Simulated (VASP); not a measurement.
# NiO (Fm-3m) in VASP: a series of runs

Aim: see how the results for NiO move with the level of theory and the settings. Levels: revPBE, SVWN5, LDA. Tasks: relaxation of cell and atoms, single point.

Program: VASP 6.6.1. These are calculated values, not measurements. Logs are shortened: lines on timing, memory, paths and dates and some standing lists are left out, and cuts for length are marked.

**What was measured.**

“Local correlations, non-local screening, multiplets, and band formation in NiO”, 2012, arxiv:1210.6675 quotes, for a bulk crystal of NiO: band gap 4.3 eV.

The results are compared with them further down.

## (1) The cell of the first run

Symmetry: Fm-3m, No. 225, cubic system. The conventional cell has a = 4.172 Å, b = 4.172 Å, c = 4.172 Å, α = 90.00°, β = 90.00°, γ = 90.00°. Within 2.8 Å of Ni (site symmetry m-3m) lie 6 O at 2.09 Å. O (site symmetry m-3m) has 6 Ni at 2.09 Å within 2.8 Å.

## (2) Relaxation of cell and atoms, revPBE, collinear spin, ferromagnetic start

File INCAR:

```
PREC = Accurate
ENCUT = 600
EDIFF = 1E-6
ISMEAR = -1
SIGMA = 0.05
LREAL = False
LASPH = True
NELM = 150
ALGO = Normal
ISIF = 3
LWAVE = False
LCHARG = False
ISPIN = 2
MAGMOM = 1 0
LORBIT = 11
LMAXMIX = 4
GGA = RE
IBRION = 2
NSW = 60
EDIFFG = -0.01
```

File KPOINTS:

```
Automatic mesh
0
Gamma
  11 11 11
```

File POSCAR:

```
NiO
1.0
    0.0000000000      2.0859016414      2.0859016414
    2.0859016414      0.0000000000      2.0859016414
    2.0859016414      2.0859016414      0.0000000000
Ni O
1 1
Direct
    0.0000000000      0.0000000000      0.0000000000
    0.5000000000      0.5000000000      0.5000000000
```

Potentials or basis: VASP PAW PBE potentials, release 64 (Ni, O).

Started as:

```console
$ cat potpaw_PBE.64/Ni/POTCAR potpaw_PBE.64/O/POTCAR > POTCAR
$ mpirun -np 1 vasp_std > vasp.out
```

OUTCAR:

```text
PREC = Accurate
   ENCUT = 600
   EDIFF = 1E-6
   ISMEAR = -1
   LREAL = False
   LASPH = True
   NELM = 150
   ISIF = 3
   ISPIN = 2
   LORBIT = 11
   GGA = RE
   IBRION = 2
   NSW = 60
   EDIFFG = -0.01

 ion  position               nearest neighbor table
   1  0.000  0.000  0.000-   2 2.09   2 2.09   2 2.09   2 2.09   2 2.09   2 2.09
   2  0.500  0.500  0.500-   1 2.09   1 2.09   1 2.09   1 2.09   1 2.09   1 2.09

  LATTYP: Found a face centered cubic cell.
 ALAT       =     4.1718032828

  Lattice vectors:

 A1 = (   0.0000000000,   2.0859016414,   2.0859016414)
 A2 = (   2.0859016414,   0.0000000000,   2.0859016414)
 A3 = (   2.0859016414,   2.0859016414,   0.0000000000)

Analysis of symmetry for initial positions (statically):
=====================================================================
 Subroutine PRICEL returns:
 Original cell was already a primitive cell.

 Routine SETGRP: Setting up the symmetry group for a
 face centered cubic supercell.

 Subroutine GETGRP returns: Found 48 space group operations
 (whereof 48 operations were pure point group operations)
 out of a pool of 48 trial point group operations.

The static configuration has the point symmetry O_h .

Analysis of symmetry for dynamics (positions and initial velocities):
=====================================================================
 Subroutine PRICEL returns:
 Original cell was already a primitive cell.

 Routine SETGRP: Setting up the symmetry group for a
 face centered cubic supercell.

 Subroutine GETGRP returns: Found 48 space group operations
 (whereof 48 operations were pure point group operations)
 out of a pool of 48 trial point group operations.

The dynamic configuration has the point symmetry O_h .

Analysis of structural, dynamic, and magnetic symmetry:
=====================================================================
 Subroutine PRICEL returns:
 Original cell was already a primitive cell.

 Routine SETGRP: Setting up the symmetry group for a
 face centered cubic supercell.

 Subroutine GETGRP returns: Found 48 space group operations
 (whereof 48 operations were pure point group operations)
 out of a pool of 48 trial point group operations.

The overall configuration has the point symmetry O_h .

 Subroutine INISYM returns: Found 48 space group operations
 (whereof 48 operations are pure point group operations),
 and found     1 'primitive' translations

----------------------------------------------------------------------------------------

                                     Primitive cell

  volume of cell :      18.1515

  direct lattice vectors                    reciprocal lattice vectors
     0.000000000  2.085901641  2.085901641    -0.239704495  0.239704495  0.239704495
     2.085901641  0.000000000  2.085901641     0.239704495 -0.239704495  0.239704495
     2.085901641  2.085901641  0.000000000     0.239704495  0.239704495 -0.239704495

  length of vectors
     2.949910391  2.949910391  2.949910391     0.415180364  0.415180364  0.415180364

  position of ions in fractional coordinates (direct lattice)
     0.000000000  0.000000000  0.000000000
     0.500000000  0.500000000  0.500000000

  ion indices of the primitive-cell ions
   primitive index   ion index
                 1           1
                 2           2

----------------------------------------------------------------------------------------

 KPOINTS: Automatic mesh

Automatic generation of k-mesh.
 Grid dimensions read from file:
 generate k-points for:   11   11   11

 Generating k-lattice:

  Cartesian coordinates                     Fractional coordinates (reciprocal lattice)
    -0.021791318  0.021791318  0.021791318     0.090909091  0.000000000  0.000000000
     0.021791318 -0.021791318  0.021791318     0.000000000  0.090909091  0.000000000
     0.021791318  0.021791318 -0.021791318     0.000000000  0.000000000  0.090909091

  Length of vectors
     0.037743669  0.037743669  0.037743669

  Shift w.r.t. Gamma in fractional coordinates (k-lattice)
     0.000000000  0.000000000  0.000000000

 Subroutine IBZKPT returns following result:
 ===========================================

 Found     56 irreducible k-points:

 Following reciprocal coordinates:
            Coordinates               Weight
  0.000000  0.000000  0.000000      1.000000
  0.090909  0.000000  0.000000      8.000000
  0.181818  0.000000  0.000000      8.000000
  0.272727  0.000000  0.000000      8.000000
  0.363636  0.000000  0.000000      8.000000
  0.454545  0.000000  0.000000      8.000000
[... 16 lines left out ...]
 -0.272727  0.181818  0.000000     24.000000
 -0.181818  0.181818  0.000000     12.000000
 [... further k-points ...]
   k-points           NKPTS =     56   k-points in BZ     NKDIM =     56   number of bands    NBANDS=     13
   number of dos      NEDOS =    301   number of ions     NIONS =      2
   total plane-waves  NPLWV =  13824
   dimension x,y,z NGX =    24 NGY =   24 NGZ =   24
   dimension x,y,z NGXF=    48 NGYF=   48 NGZF=   48
   ions per type =               1   1
   NGX,Y,Z   is equivalent  to a cutoff of  13.53, 13.53, 13.53 a.u.
   NGXF,Y,Z  is equivalent  to a cutoff of  27.05, 27.05, 27.05 a.u.
 SYSTEM =  unknown system
   PREC   = accura    normal or accurate (medium, high low for compatibility)
   ISTART =      0    job   : 0-new  1-cont  2-samecut
   ICHARG =      2    charge: 1-file 2-atom 10-const
   ISPIN  =      2    spin polarized calculation?
   LNONCOLLINEAR =      F non collinear calculations
   LSORBIT =      F    spin-orbit coupling
   LASPH  =      T    aspherical Exc in radial PAW
   ENCUT  =  600.0 eV  44.10 Ry    6.64 a.u.   5.89  5.89  5.89*2*pi/ulx,y,z
   NELM   =    150;   NELMIN=  2; NELMDL= -5     # of ELM steps
   EDIFF  = 0.1E-05   stopping-criterion for ELM
   LREAL  =      F    real-space projection
   EDIFFG = -.1E-01   stopping-criterion for IOM
   NSW    =     60    number of steps for IOM
   IBRION =      2    ionic relax: 0-MD 1-quasi-New 2-CG
   NFREE  =      1    steps in history (QN), initial steepest desc. (CG)
   ISIF   =      3    stress and relaxation
   ISYM   =      2    0-nonsym 1-usesym 2-fastsym
   POTIM  = 0.5000    time-step for ionic-motion
   TEBEG  =    0.0;   TEEND  =   0.0 temperature during run
   PSTRESS=    0.0 pullay stress
   NELECT =      16.0000    total number of electrons
   NUPDOWN=      -1.0000    fix difference up-down
   EMIN   =  10.00;   EMAX   =-10.00  energy-range for DOS
   EFERMI =   0.00;   METHOD = LEGACY
   ISMEAR =    -1;   SIGMA  =   0.05  broadening in eV -4-tet -1-fermi 0-gaus
   EFERMI_NEDOS =   21; number of points for ismear=-14 and -15
   IALGO  =     38    algorithm
   IMIX   =      4    mixing-type and parameters
     AMIX     =   0.40;   BMIX     =  1.00
     AMIX_MAG =   1.60;   BMIX_MAG =  1.00
  volume/ion in A,a.u.               =       9.08        61.25
  Fermi-wavevector in a.u.,A,eV,Ry     =   1.569680  2.966264 33.523312  2.463894
  Thomas-Fermi vector in A             =   2.671526
   LORBIT       =     11    0 simple, 1 ext, 2 COOP (PROOUT), +10 PAW based schemes
   GGA     = RE    functional components
   LHFCALC =     F    Hartree Fock is set to
   AEXX    =    0.0000 exact exchange contribution
   IVDW    =     0    specifies the selected vdW correction
   LEPSILON=     F    determine dielectric tensor
   LRPA    =     F    only Hartree local field effects (RPA)
 conjugate gradient relaxation of ions
 spin polarized calculation
  energy-cutoff  :      600.00
  volume of cell :       18.15
 maximum number of plane-waves:       620
   NGX = 11   NGY = 11   NGZ = 11

--------------------------------------- Ionic step        1  -------------------------------------------

 number of electron      16.0000001 magnetization       1.7732415

 Free energy of the ion-electron system (eV)
  ---------------------------------------------------
  ext. energy  EPLUGINS =         0.00000000
  ---------------------------------------------------
  free energy    TOTEN  =       -10.72222156 eV

  energy without entropy =      -10.71286711  energy(sigma->0) =      -10.71754434

------------------------ aborting loop because EDIFF is reached ----------------------------------------

  FORCE on cell =-STRESS in cart. coord.  units (eV):
  Direction    XX          YY          ZZ          XY          YZ          ZX
  --------------------------------------------------------------------------------------
  -------------------------------------------------------------------------------------
  Total        1.2173658      1.2173658      1.2173658      0.0000000     -0.0000000      0.0000000
  in kB      107.4534081    107.4534081    107.4534081      0.0000000     -0.0000000      0.0000000
  external PRESSURE =     107.4534081 kB  Pullay stress =       0.0000000 kB
[... 57 lines left out ...]
  energy  without entropy=      -10.7447969094  energy(sigma->0) =      -10.74770308

--------------------------------------- Ionic step        3  -------------------------------------------

 number of electron      16.0000014 magnetization       1.8831869

 Free energy of the ion-electron system (eV)
  ---------------------------------------------------
  ext. energy  EPLUGINS =         0.00000000
  ---------------------------------------------------
  free energy    TOTEN  =       -10.75761068 eV

  energy without entropy =      -10.75078590  energy(sigma->0) =      -10.75419829

 E-fermi :   7.1883     XC(G=0): -12.2156

 val. band max:        7.1588351618   @ k =   0.0909   0.0000   0.0000
 cond. band min:       7.1918864632   @ k =   0.4545   0.4545   0.0000
 fundamental gap:      0.0330513014
 Fermi energy:         7.1882884954

 spin component 1

 k-point     1 :       0.0000    0.0000    0.0000
  band No.  band energies     occupation
      1     -12.6654      1.00000
      2       4.0052      1.00000
      3       4.0052      1.00000
      4       4.4835      1.00000
      5       4.4835      1.00000
      6       4.4835      1.00000
      7       4.5924      1.00000
      8       4.5925      1.00000
      9       4.5925      1.00000
     10       8.4990      0.00000
     11      24.9505      0.00000
     12      25.7511      0.00000
     13      25.7511      0.00000
[... 353 lines left out ...]
 k-point    24 :      -0.1818    0.1818    0.0000
  band No.  band energies     occupation
      1     -11.9344      1.00000
      2       1.0110      1.00000
      3       1.9918      1.00000
      4       2.7330      1.00000
      5       4.5650      1.00000
      6       4.8826      1.00000
      7       5.5181      1.00000
      8       5.6167      1.00000
      9       6.9572      0.99026
     10      12.1887      0.00000
     11      19.2080      0.00000
     12      19.9891      0.00000
     13      23.1153      0.00000

 [... further k-points ...]

 spin component 2

 k-point     1 :       0.0000    0.0000    0.0000
  band No.  band energies     occupation
      1     -12.1789      1.00000
      2       5.0463      1.00000
      3       5.0463      1.00000
      4       5.0464      1.00000
      5       5.4584      1.00000
      6       5.4585      1.00000
      7       5.4588      1.00000
      8       6.8132      0.99945
      9       6.8138      0.99944
     10       8.8616      0.00000
     11      24.8481      0.00000
     12      25.9442      0.00000
     13      25.9443      0.00000
[... 397 lines left out ...]
  FREE ENERGIE OF THE ION-ELECTRON SYSTEM (eV)
  ---------------------------------------------------
  free  energy   TOTEN  =       -10.7576106766 eV

  energy  without entropy=      -10.7507858975  energy(sigma->0) =      -10.75419829

 reached required accuracy - stopping structural energy minimisation

 total charge

# of ion       s       p       d       tot
------------------------------------------
    1        0.313   0.363   8.192   8.869
    2        1.557   3.411   0.000   4.968
--------------------------------------------------
tot          1.870   3.774   8.192  13.836

 magnetization (x)

# of ion       s       p       d       tot
------------------------------------------
    1        0.010   0.013   1.517   1.541
    2        0.027   0.269   0.000   0.296
--------------------------------------------------
tot          0.037   0.282   1.517   1.836
```

It took 2 min on 1 thread of Intel Xeon 8259CL, shared host; peak memory 0.17 GiB.

Results:

* Free energy: -10.7576 eV
* Relaxed volume: 9.63 Å³/atom
* Relaxed cell: a = 3.009 Å, b = 3.009 Å, c = 3.009 Å, α = 60.00°, β = 60.00°, γ = 60.00°
* Space group after relaxing (to 0.05 Å): Fm-3m (No. 225)
* Energy gained by relaxing: 17.7 meV/atom
* Ionic steps: 3
* Pressure after relaxing: 0.1 GPa
* Net moment: 1.88 μB per cell
* Site moments: Ni +1.54; O +0.30 μB
* Valence electrons inside the program's atomic spheres: Ni 8.87; O 4.97

The path:
```
step  energy change (eV)  largest force (eV/Å)  pressure (GPa)  volume (Å³)
   1              0.0000                0.0000           10.75        18.15
   2             -0.0284                0.0000           -4.17        19.80
   3             -0.0354                0.0000            0.07        19.26
```

Final structure:
```cif
data_structure
_symmetry_space_group_name_H-M 'P 1'
_symmetry_Int_Tables_number 1
_cell_length_a 3.0089
_cell_length_b 3.0089
_cell_length_c 3.0089
_cell_angle_alpha 60.000
_cell_angle_beta 60.000
_cell_angle_gamma 60.000
_cell_volume 19.26
loop_
_atom_site_label
_atom_site_type_symbol
_atom_site_fract_x
_atom_site_fract_y
_atom_site_fract_z
_atom_site_occupancy
Ni1 Ni 0.00000 0.00000 0.00000 1
O1 O 0.50000 0.50000 0.50000 1
```

Levels at points of the mesh, in eV from the Fermi level:
Spin up:
| k point | band 5 | band 6 | band 7 | band 8 | band 9 | band 10 | band 11 | band 12 | band 13 |
| --- | --- | --- | --- | --- | --- | --- | --- | --- | --- |
| (0.00, 0.00, 0.00) | -2.70 | -2.70 | -2.60 | -2.60 | -2.60 | 1.31 | 17.76 | 18.56 | 18.56 |
Spin down:
```csv
k point,band 4,band 5,band 6,band 7,band 8,band 9,band 10,band 11
"(0.00, 0.00, 0.00)",-2.14,-1.73,-1.73,-1.73,-0.38,-0.37,1.67,17.66
```

Caveat: the PAW data sets were made with another functional, which shifts forces and pressure a little; a cell with one magnetic atom can't hold antiferromagnetic order, which such compounds often take; semilocal functionals often make such compounds metallic where correlation or magnetic order opens a gap, which also shifts bond lengths. Zero-point motion and thermal expansion aren't in these numbers.

[end of part 1 of 2]
